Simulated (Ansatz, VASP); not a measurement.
**One calculation of BaNaF, two programs**

```
Na Ba F
1.0
     4.42714    0.00000    0.00000
    -2.21357    3.83401    0.00000
     0.00000    0.00000    4.36968
Na Ba F
1 1 1
Cartesian
  0.0000 0.0000 0.0000
  0.0000 2.5560 2.1848
  2.2136 1.2780 2.1848
```

Change from the starting cell: species swapped into the HoCuSi type (P-6m2, No. 187).

Alike in both runs: task relaxation of cell and atoms; functional PBE; k mesh 6 × 6 × 4; occupations gaussian, width 0.1 eV; no spin polarisation.

|  | VASP | Ansatz |
| --- | --- | --- |
| version | VASP 6.6.1 | Ansatz 0.2.0 |
| potentials or method | VASP PAW PBE potentials, release 64 (Na_pv, Ba_sv, F), cutoff 600 eV | scalar-relativistic, plane waves, PAW |
| valence electrons in the cell | 24 | 26 |

|  | VASP | Ansatz | Ansatz less VASP |
| --- | --- | --- | --- |
| gap on the k mesh at the Fermi level, each at its own relaxed structure (eV) | none | none | - |
| relaxed volume (Å³/atom) | 34.14 | 38.29 | +4.155 |
| relaxed cell length with the largest relative difference (Å) | 5.798 | 6.722 | +0.9240 |

A gap of «none» marks a metal or a gap that the smearing closes. One of these differences is far larger than is usual between the two programs; its cause wasn't traced. VASP's potentials hold 24 valence electrons a cell and Ansatz's 26, so a difference there can come from the potentials and not from the codes.

Spin-orbit coupling is off throughout. Noted on VASP's run: the volume moved by over 15 % at a fixed basis, so the end points are rough.
